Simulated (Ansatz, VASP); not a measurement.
**NiPt5: VASP beside Ansatz**

```
Ni Pt
1.0
     2.77390    0.00000    0.00000
    -1.38695    2.40227    0.00000
     0.00000    0.00000   13.58929
Ni Pt
1 5
Direct
  0.00000 0.00000 0.00000
  0.33333 0.66667 0.83333
  0.66667 0.33333 0.66667
  0.00000 0.00000 0.50000
  0.33333 0.66667 0.33333
  0.66667 0.33333 0.16667
```

Alike in both runs: task relaxation of cell and atoms; functional PBE; k mesh 6 × 6 × 2; occupations gaussian, width 0.1 eV; collinear spin.

|  | VASP | Ansatz |
| --- | --- | --- |
| version | VASP 6.6.1 | Ansatz 0.2.0 |
| potentials or method | VASP PAW PBE potentials, release 64 (Ni, Pt), cutoff 600 eV | scalar-relativistic, plane waves, PAW |
| valence electrons in the cell | 60 | 108 |

|  | VASP | Ansatz | Ansatz less VASP |
| --- | --- | --- | --- |
| gap on the k mesh at the Fermi level, each at its own relaxed structure (eV) | none | none | - |
| net moment per atom (μB) | 0.20 | 0.22 | +0.012 |
| size of the moment on the site where the two differ most (μB) | 0.78 | 0.82 | +0.048 |
| relaxed volume (Å³/atom) | 14.88 | 14.92 | +0.037 |
| relaxed length of the cell vector where the two differ most in proportion (Å) | 13.542 | 13.554 | +0.0122 |

Site moments also hang on the region over which each program counts them. A gap of «none» marks a metal or a gap that the smearing closes. VASP's potentials hold 60 valence electrons a cell and Ansatz's 108, so a difference there can come from the potentials and not from the codes.

The k mesh is coarse, so the values compare programs but aren't converged. Spin-orbit coupling is off throughout.
